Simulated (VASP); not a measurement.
Sb:

```
Sb
1.0
     2.91064   -1.48794    0.00000
     2.91064    1.48794    0.00000
    -2.75807    0.00000    5.18735
Sb
2
Direct
  0.88953 0.11047 0.75000
  0.11047 0.88953 0.25000
```

| Quantity | Value |
| --- | --- |
| Program | VASP 6.6.1 |
| Task | relaxation of cell and atoms |
| Functional | PBE |
| Potentials or basis | VASP PAW PBE potentials, release 64 (Sb) |
| Cutoff | 600 eV |
| k mesh | 6 × 6 × 4 |
| Occupations | gaussian, width 0.1 eV |
| Spin | no spin polarisation |

At the start: pressure 20.1 GPa; volume 22.47 Å³/atom.

Question: How do energy, volume and symmetry change on relaxing?

Answer: Over 7 steps the energy falls by 272.8 meV/atom and the volume is 27.68 Å³/atom (+23.2 %); space group C2/c (No. 15, to 0.05 Å).

The path:
```csv
step,energy change (eV),largest force (eV/Å),pressure (GPa),volume (Å³)
1,0.0000,0.0291,20.06,44.93
2,-0.2732,0.0244,-6.81,65.77
3,-0.5413,0.0090,-0.15,55.32
4,-0.5413,0.0096,0.09,55.10
5,-0.5450,0.0184,0.19,55.07
6,-0.5452,0.0220,0.23,55.06
7,-0.5455,0.0204,-0.10,55.36
```

Final structure:
```
Sb
1.0
     3.08516   -1.62712    0.04375
     3.08516    1.62712    0.04375
    -2.84564    0.00000    5.47360
Sb
2
Direct
  0.88877 0.11123 0.75000
  0.11123 0.88877 0.25000
```

Caveat: the k points lie up to 0.37 Å⁻¹ apart in the final cell; the volume moved by over 15 % at a fixed basis, so the end points are rough.
